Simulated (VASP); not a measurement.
# Hg (P6_3/mmc) in VASP: a series of runs

Runs on Hg. Level: PBEsol. Tasks: single point.

All numbers are computed with VASP 6.6.1; they aren't measurements. Logs are shortened: lines on timing, memory, paths and dates and some standing lists are left out, and cuts for length are marked.

## 1. The cell of the first run

The structure is hexagonal, space group P6_3/mmc (No. 194). Conventional cell: a = 3.454 Å, b = 3.454 Å, c = 10.935 Å, α = 90.00°, β = 90.00°, γ = 120.00°. Within 4.4 Å of Hg (site symmetry -3m) lie 12 Hg at 3.38 to 3.45 Å. Within 4.4 Å of Hg (site symmetry -6m2) lie 12 Hg at 3.38 to 3.45 Å.

## 2. Single point, PBEsol (strained)

Contents of INCAR:

```
SYSTEM = Hg
  ALGO = Fast
  EDIFF = 1E-6
  ENCUT = 520
  GGA = PS
  ISIF = 2
  ISMEAR = 0
  LASPH = .True.
  LCHARG = .False.
  LREAL = .False.
  LWAVE = .False.
  NBANDS = 32
  NELM = 100
  PREC = Accurate
  SIGMA = 0.05
```

Contents of KPOINTS:

```
k-points
0
Gamma
  12 12 4
  0 0 0
```

Contents of POSCAR:

```
Hg
1.0
    3.4538501053      0.0000000000      0.0000000000
   -1.7269250527      2.9911219321      0.0000000000
    0.0000000000      0.0000000000     10.9346720067
Hg
4
Direct
    0.0000000000      0.0000000000      0.0000000000
    0.3333333300      0.6666666700      0.2500000000
    0.0000000000      0.0000000000      0.5000000000
    0.6666666700      0.3333333300      0.7500000000
```

Potentials or basis: VASP PAW PBE potentials, release 64 (Hg).

On the command line:

```console
cat potpaw_PBE.64/Hg/POTCAR > POTCAR
mpirun -np 1 vasp_std > vasp.out
```

OUTCAR:

```text
SYSTEM = Hg
   EDIFF = 1E-6
   ENCUT = 520
   GGA = PS
   ISIF = 2
   ISMEAR = 0
   LASPH = .True.
   LREAL = .False.
   NELM = 100
   PREC = Accurate

 ion  position               nearest neighbor table
   1  0.000  0.000  0.000-   2 3.38   4 3.38   4 3.38   2 3.38   4 3.38   2 3.38
   2  0.333  0.667  0.250-   1 3.38   3 3.38   1 3.38   3 3.38   1 3.38   3 3.38
   3  0.000  0.000  0.500-   2 3.38   4 3.38   4 3.38   2 3.38   4 3.38   2 3.38
   4  0.667  0.333  0.750-   1 3.38   3 3.38   1 3.38   3 3.38   1 3.38   3 3.38

  LATTYP: Found a hexagonal cell.
 ALAT       =     3.4538501053
 C/A-ratio  =     3.1659370480

  Lattice vectors:

 A1 = (   3.4538501053,   0.0000000000,   0.0000000000)
 A2 = (  -1.7269250527,   2.9911219321,   0.0000000000)
 A3 = (   0.0000000000,   0.0000000000,  10.9346720067)

Analysis of symmetry for initial positions (statically):
=====================================================================
 Subroutine PRICEL returns:
 Original cell was already a primitive cell.

 Routine SETGRP: Setting up the symmetry group for a
 hexagonal supercell.

 Subroutine GETGRP returns: Found 24 space group operations
 (whereof 12 operations were pure point group operations)
 out of a pool of 24 trial point group operations.

The static configuration has the point symmetry D_3d.
 The point group associated with its full space group is D_6h.

Analysis of symmetry for dynamics (positions and initial velocities):
=====================================================================
 Subroutine PRICEL returns:
 Original cell was already a primitive cell.

 Routine SETGRP: Setting up the symmetry group for a
 hexagonal supercell.

 Subroutine GETGRP returns: Found 24 space group operations
 (whereof 12 operations were pure point group operations)
 out of a pool of 24 trial point group operations.

The dynamic configuration has the point symmetry D_3d.
 The point group associated with its full space group is D_6h.

 Subroutine INISYM returns: Found 24 space group operations
 (whereof 12 operations are pure point group operations),
 and found     1 'primitive' translations

----------------------------------------------------------------------------------------

                                     Primitive cell

  volume of cell :     112.9649

  direct lattice vectors                    reciprocal lattice vectors
     3.453850105  0.000000000  0.000000000     0.289531963  0.167161357  0.000000000
    -1.726925053  2.991121932  0.000000000     0.000000000  0.334322713  0.000000000
     0.000000000  0.000000000 10.934672007     0.000000000  0.000000000  0.091452217

  length of vectors
     3.453850105  3.453850105 10.934672007     0.334322713  0.334322713  0.091452217

  position of ions in fractional coordinates (direct lattice)
     0.000000000  0.000000000  0.000000000
     0.333333330  0.666666670  0.250000000
     0.000000000  0.000000000  0.500000000
     0.666666670  0.333333330  0.750000000

  ion indices of the primitive-cell ions
   primitive index   ion index
                 1           1
                 2           2
                 3           3
                 4           4

----------------------------------------------------------------------------------------

 KPOINTS: k-points

Automatic generation of k-mesh.
 Grid dimensions read from file:
 generate k-points for:   12   12    4

 Generating k-lattice:

  Cartesian coordinates                     Fractional coordinates (reciprocal lattice)
     0.024127664  0.013930113  0.000000000     0.083333333  0.000000000  0.000000000
     0.000000000  0.027860226  0.000000000     0.000000000  0.083333333  0.000000000
     0.000000000  0.000000000  0.022863054     0.000000000  0.000000000  0.250000000

  Length of vectors
     0.027860226  0.027860226  0.022863054

  Shift w.r.t. Gamma in fractional coordinates (k-lattice)
     0.000000000  0.000000000  0.000000000

 Subroutine IBZKPT returns following result:
 ===========================================

 Found     57 irreducible k-points:

 Following reciprocal coordinates:
            Coordinates               Weight
  0.000000  0.000000  0.000000      1.000000
  0.083333 -0.000000  0.000000      6.000000
  0.166667 -0.000000  0.000000      6.000000
  0.250000 -0.000000  0.000000      6.000000
  0.333333 -0.000000  0.000000      6.000000
  0.416667 -0.000000  0.000000      6.000000
[... 16 lines left out ...]
  0.250000 -0.000000  0.250000     12.000000
  0.333333 -0.000000  0.250000     12.000000
 [... further k-points ...]
   k-points           NKPTS =     57   k-points in BZ     NKDIM =     57   number of bands    NBANDS=     32
   number of dos      NEDOS =    301   number of ions     NIONS =      4
   total plane-waves  NPLWV =  65856
   dimension x,y,z NGX =    28 NGY =   28 NGZ =   84
   dimension x,y,z NGXF=    56 NGYF=   56 NGZF=  168
   ions per type =               4
[... 48 lines left out ...]
 maximum number of plane-waves:      3072
 NGX is ok and might be reduce to    28
   NGX = 13   NGY = 13   NGZ = 41

 number of electron      47.9999993 magnetization

 Free energy of the ion-electron system (eV)
  ---------------------------------------------------
  ext. energy  EPLUGINS =         0.00000000
  ---------------------------------------------------
  free energy    TOTEN  =        -2.01459148 eV

  energy without entropy =       -2.01355751  energy(sigma->0) =       -2.01407450

 E-fermi :   0.8449     XC(G=0): -10.0807

 val. band max:        0.8231412599   @ k =   0.2500   0.1667   0.0000
 cond. band min:       0.8806564469   @ k =   0.2500   0.2500   0.0000
 fundamental gap:      0.0575151870
 Fermi energy:         0.8449134829

 k-point     1 :       0.0000    0.0000    0.0000
  band No.  band energies     occupation
      1      -6.4750      2.00000
      2      -5.8010      2.00000
      3      -5.6485      2.00000
      4      -5.6416      2.00000
      5      -5.2021      2.00000
      6      -5.2021      2.00000
[... 24 lines left out ...]
     31      12.9893      0.00000
     32      13.0055      0.00000

 k-point     2 :       0.0833   -0.0000    0.0000
  band No.  band energies     occupation
      1      -6.3458      2.00000
      2      -5.7435      2.00000
      3      -5.5644      2.00000
      4      -5.5544      2.00000
      5      -5.2190      2.00000
      6      -5.2175      2.00000
[... 24 lines left out ...]
     31      11.6495      0.00000
     32      12.5765      0.00000

 k-point     3 :       0.1667   -0.0000    0.0000
  band No.  band energies     occupation
      1      -5.9974      2.00000
      2      -5.6211      2.00000
      3      -5.4090      2.00000
      4      -5.3992      2.00000
      5      -5.2932      2.00000
      6      -5.2316      2.00000
[... 24 lines left out ...]
     31      10.1268      0.00000
     32      11.7074      0.00000

 k-point     4 :       0.2500   -0.0000    0.0000
  band No.  band energies     occupation
      1      -5.6987      2.00000
      2      -5.5980      2.00000
      3      -5.4679      2.00000
      4      -5.3887      2.00000
      5      -5.3805      2.00000
      6      -5.3074      2.00000
[... 24 lines left out ...]
     31       9.0553      0.00000
     32       9.7235      0.00000

 k-point     5 :       0.3333   -0.0000    0.0000
  band No.  band energies     occupation
      1      -5.7299      2.00000
      2      -5.6749      2.00000
      3      -5.6396      2.00000
      4      -5.4616      2.00000
      5      -5.4580      2.00000
      6      -5.2717      2.00000
[... 584 lines left out ...]
     31      12.0256      0.00000
     32      12.2201      0.00000

 k-point    22 :       0.1667   -0.0000    0.2500
  band No.  band energies     occupation
      1      -5.9238      2.00000
      2      -5.6045      2.00000
      3      -5.4948      2.00000
      4      -5.4616      2.00000
      5      -5.2849      2.00000
      6      -5.2376      2.00000
[... 24 lines left out ...]
     31      10.6535      0.00000
     32      11.0468      0.00000

 k-point    23 :       0.2500   -0.0000    0.2500
  band No.  band energies     occupation
      1      -5.6752      2.00000
      2      -5.5861      2.00000
      3      -5.5245      2.00000
      4      -5.4556      2.00000
      5      -5.3376      2.00000
      6      -5.2703      2.00000
[... 24 lines left out ...]
     31       9.2500      0.00000
     32      10.0723      0.00000

 k-point    24 :       0.3333   -0.0000    0.2500
  band No.  band energies     occupation
      1      -5.7117      2.00000
      2      -5.6615      2.00000
      3      -5.5976      2.00000
      4      -5.5412      2.00000
      5      -5.4706      2.00000
      6      -5.3328      2.00000
[... 24 lines left out ...]
     31       8.3207      0.00000
     32       9.2737      0.00000

 [... further k-points ...]

------------------------ aborting loop because EDIFF is reached ----------------------------------------

  FORCE on cell =-STRESS in cart. coord.  units (eV):
  Direction    XX          YY          ZZ          XY          YZ          ZX
  --------------------------------------------------------------------------------------
  -------------------------------------------------------------------------------------
  Total       -1.7057527     -1.7057527     -1.7701861      0.0000000      0.0000000      0.0000000
  in kB      -24.1926413    -24.1926413    -25.1064980      0.0000000      0.0000000      0.0000000
  external PRESSURE =     -24.4972602 kB  Pullay stress =       0.0000000 kB

 VOLUME and BASIS-vectors are now :
 -----------------------------------------------------------------------------
  energy-cutoff  :      520.00
  volume of cell :      112.96
      direct lattice vectors                 reciprocal lattice vectors
     3.453850105  0.000000000  0.000000000     0.289531963  0.167161357  0.000000000
    -1.726925053  2.991121932  0.000000000     0.000000000  0.334322713  0.000000000
     0.000000000  0.000000000 10.934672007     0.000000000  0.000000000  0.091452217

 POSITION                                       TOTAL-FORCE (eV/Angst)
 -----------------------------------------------------------------------------------
      0.00000      0.00000      0.00000         0.000000      0.000000     -0.000000
     -0.00000      1.99408      2.73367        -0.000000     -0.000000     -0.000000
      0.00000      0.00000      5.46734         0.000000      0.000000     -0.000000
      1.72693      0.99704      8.20100         0.000000      0.000000      0.000000
 -----------------------------------------------------------------------------------
    total drift:                               -0.000000      0.000000      0.000000

  FREE ENERGIE OF THE ION-ELECTRON SYSTEM (eV)
  ---------------------------------------------------
  free  energy   TOTEN  =        -2.0145914848 eV

  energy  without entropy=       -2.0135575105  energy(sigma->0) =       -2.01407450
```

Wall time 4.7 min (1 thread of Oxide Virtual Turin-like, shared host); peak memory 0.29 GiB.

Results:

| Property | Result |
| --- | --- |
| Free energy | -2.0146 eV |
| Pressure | -2.4 GPa |
| Band gap on the k mesh | zero (bands 24 and 25 overlap by 0.42 eV) |

Caveat: the cell differs from its parent crystal (strained); the PAW data sets were made with another functional, which shifts forces and pressure a little; spin-orbit coupling is left out, which moves the levels of the heavy elements.

## 3. Single point, PBEsol (strained)

Contents of INCAR:

```
SYSTEM = Hg
PREC     = Accurate       ! precision mode
ENCUT    = 520            ! plane-wave cutoff, eV
EDIFF    = 1E-7           ! SCF threshold, eV
ISMEAR   = 0              ! smearing method
SIGMA    = 0.05           ! smearing width, eV
LREAL    = .False.        ! projectors in reciprocal space
LASPH    = .True.         ! aspherical terms in the spheres
NELM     = 80             ! most SCF steps
ALGO     = Fast           ! electronic algorithm
ISIF     = 2              ! what is computed and relaxed
LWAVE    = .False.        ! write WAVECAR
LCHARG   = .False.        ! write CHGCAR
GGA      = PS             ! functional
NBANDS   = 32             ! bands
```

Contents of KPOINTS:

```
regular mesh
0
Gamma
  12 12 4
  0 0 0
```

Contents of POSCAR:

```
Hg
1.0
    3.4731249749      0.0000000000      0.0000000000
   -1.7365624875      3.0078144588      0.0000000000
    0.0000000000      0.0000000000     11.4944259710
Hg
4
Direct
    0.0000000000      0.0000000000      0.0000000000
    0.3333333300      0.6666666700      0.2500000000
    0.0000000000      0.0000000000      0.5000000000
    0.6666666700      0.3333333300      0.7500000000
```

Potentials or basis: VASP PAW PBE potentials, release 64 (Hg).

On the command line:

```console
cat potpaw_PBE.64/Hg/POTCAR > POTCAR
mpirun -np 1 vasp_std > vasp.out
```

It took 5.1 min on 1 thread of Oxide Virtual Turin-like, shared host; peak memory 0.31 GiB.

It converged, with:

```
Free energy            : -1.8959 eV
Pressure               : -2.7 GPa
Band gap on the k mesh : zero (bands 24 and 25 overlap by 0.26 eV)
```

Stress tensor (GPa, compression positive):
```
-2.55  0.00  0.00
 0.00 -2.55  0.00
 0.00  0.00 -2.99
```

Levels at points of the mesh, in eV from the Fermi level:
```tsv
k point	band 20	band 21	band 22	band 23	band 24	band 25	band 26	band 27	band 28	band 29
(0.00, 0.00, 0.00)	-5.14	-5.14	-5.08	-5.08	-1.60	-0.22	5.86	5.87	11.28	11.28
(0.50, 0.00, 0.00)	-4.99	-1.82	-1.62	-0.89	-0.38	0.10	0.43	2.64	2.98	4.73
(0.00, 0.00, 0.50)	-5.14	-5.14	-5.14	-3.45	-3.45	2.26	2.26	9.88	9.88	11.55
(0.50, 0.00, 0.50)	-4.99	-1.62	-1.62	-1.07	-1.07	1.23	1.23	1.76	1.76	6.27
```

Caveat: the cell differs from its parent crystal (strained); the PAW data sets were made with another functional, which shifts forces and pressure a little; spin-orbit coupling is left out, which moves the levels of the heavy elements.

## 4. Single point, PBEsol (strained)

Contents of INCAR:

```
SYSTEM = Hg
PREC = Accurate
ENCUT = 520
EDIFF = 1E-6
ISMEAR = 0
SIGMA = 0.05
LREAL = .FALSE.
LASPH = .TRUE.
NELM = 80
ALGO = Normal
ISIF = 2
LWAVE = .FALSE.
LCHARG = .TRUE.
GGA = PS
LELF = .TRUE.
LVHAR = .TRUE.
NBANDS = 32
```

Contents of KPOINTS:

```
Automatic mesh
0
G
  12 12 4
  0 0 0
```

Contents of POSCAR:

```
Hg
1.0
    3.5258555108      0.0000000000      0.0000000000
   -1.7629277555      3.0534804425      0.0000000000
    0.0000000000      0.0000000000     11.9957708259
Hg
4
Direct
    0.0000000000      0.0000000000      0.0000000000
    0.3333333300      0.6666666700      0.2500000000
    0.0000000000      0.0000000000      0.5000000000
    0.6666666700      0.3333333300      0.7500000000
```

On the command line:

```console
cat potpaw_PBE.64/Hg/POTCAR > POTCAR
mpirun -np 1 vasp_std > vasp.out
```

Wall time 3.5 min (1 thread of Oxide Virtual Turin-like, shared host); peak memory 0.31 GiB.

Results (log left out):

```yaml
Free_energy: -1.7392 eV
Pressure: -2.7 GPa
```

Stress tensor (GPa, compression positive):
```
-2.55  0.00  0.00
 0.00 -2.55  0.00
 0.00  0.00 -3.07
```

Levels at points of the mesh, in eV from the Fermi level:
| k point | band 22 | band 23 | band 24 | band 25 | band 26 | band 27 |
| --- | --- | --- | --- | --- | --- | --- |
| (0.00, 0.00, 0.00) | -4.82 | -4.82 | -1.82 | 0.02 | 5.33 | 5.34 |
| (0.50, 0.00, 0.00) | -1.43 | -0.87 | -0.39 | 0.42 | 0.72 | 2.49 |
| (0.00, 0.00, 0.50) | -5.01 | -3.30 | -3.30 | 2.08 | 2.08 | 9.00 |
| (0.50, 0.00, 0.50) | -1.48 | -0.89 | -0.89 | 1.28 | 1.28 | 1.83 |

Caveat: the cell differs from its parent crystal (strained); the PAW data sets were made with another functional, which shifts forces and pressure a little; spin-orbit coupling is left out, which moves the levels of the heavy elements.

## 5. Single point, PBEsol (strained)

Contents of INCAR:

```
ALGO = Normal ; EDIFF = 1E-6
ENCUT = 520 ; GGA = PS
ISIF = 2 ; ISMEAR = 0
LASPH = True ; LCHARG = True
LELF = True ; LREAL = False
LVHAR = True ; LWAVE = False
NBANDS = 32 ; NELM = 60
PREC = Accurate ; SIGMA = 0.05
```

Contents of KPOINTS:

```
k-points
0
Gamma
  12 12 4
```

Contents of POSCAR:

```
Hg
1.0
    3.5585539502      0.0000000000      0.0000000000
   -1.7792769752      3.0817981217      0.0000000000
    0.0000000000      0.0000000000     11.7689930341
Hg
4
Direct
    0.0000000000      0.0000000000      0.0000000000
    0.3333333300      0.6666666700      0.2500000000
    0.0000000000      0.0000000000      0.5000000000
    0.6666666700      0.3333333300      0.7500000000
```

On the command line:

```console
cat potpaw_PBE.64/Hg/POTCAR > POTCAR
mpirun -np 1 vasp_std > vasp.out
```

Run time: 3.8 min. Hardware: 1 thread of Oxide Virtual Turin-like, shared host; peak memory 0.31 GiB.

It converged, with:

```
Free energy : -1.7475 eV
Pressure    : -2.8 GPa
```

Stress tensor (GPa, compression positive):
```
-2.63  0.00  0.00
 0.00 -2.63  0.00
 0.00  0.00 -3.02
```

Levels at points of the mesh, in eV from the Fermi level:
```tsv
k point	band 20	band 21	band 22	band 23	band 24	band 25	band 26	band 27	band 28	band 29
(0.00, 0.00, 0.00)	-4.99	-4.99	-4.83	-4.83	-1.63	0.07	5.67	5.67	10.79	10.79
(0.50, 0.00, 0.00)	-4.91	-1.79	-1.56	-0.96	-0.45	0.36	0.67	2.59	2.97	4.69
(0.00, 0.00, 0.50)	-5.04	-5.04	-5.04	-3.23	-3.23	2.28	2.28	9.48	9.48	11.04
(0.50, 0.00, 0.50)	-4.92	-1.62	-1.62	-1.00	-1.00	1.29	1.29	1.86	1.86	6.11
```

Caveat: the cell differs from its parent crystal (strained); the PAW data sets were made with another functional, which shifts forces and pressure a little; spin-orbit coupling is left out, which moves the levels of the heavy elements.

## 6. The runs side by side

| cell | gap on the mesh (eV) | pressure (GPa) |
| --- | --- | --- |
| a = 3.454, b = 3.454, c = 10.935 Å, angles 90.0, 90.0, 120.0°, 4 atoms | none | -2.4 |
| a = 3.473, b = 3.473, c = 11.494 Å, angles 90.0, 90.0, 120.0°, 4 atoms | none | -2.7 |
| a = 3.526, b = 3.526, c = 11.996 Å, angles 90.0, 90.0, 120.0°, 4 atoms | - | -2.7 |
| a = 3.559, b = 3.559, c = 11.769 Å, angles 90.0, 90.0, 120.0°, 4 atoms | - | -2.8 |

Alike in all rows: task single point; level PBEsol; potentials or basis VASP PAW PBE potentials, release 64 (Hg); no spin polarisation; k mesh 12 × 12 × 4; cutoff (eV) 520; smearing gaussian 0.05 eV.

Caveats: the PAW data sets were made with another functional, which shifts forces and pressure a little; spin-orbit coupling is left out, which moves the levels of the heavy elements.

Absolute energies hang on the potentials; compare differences alone.

The gap in the log of VASP goes by the Fermi energy; the results here count the filled bands.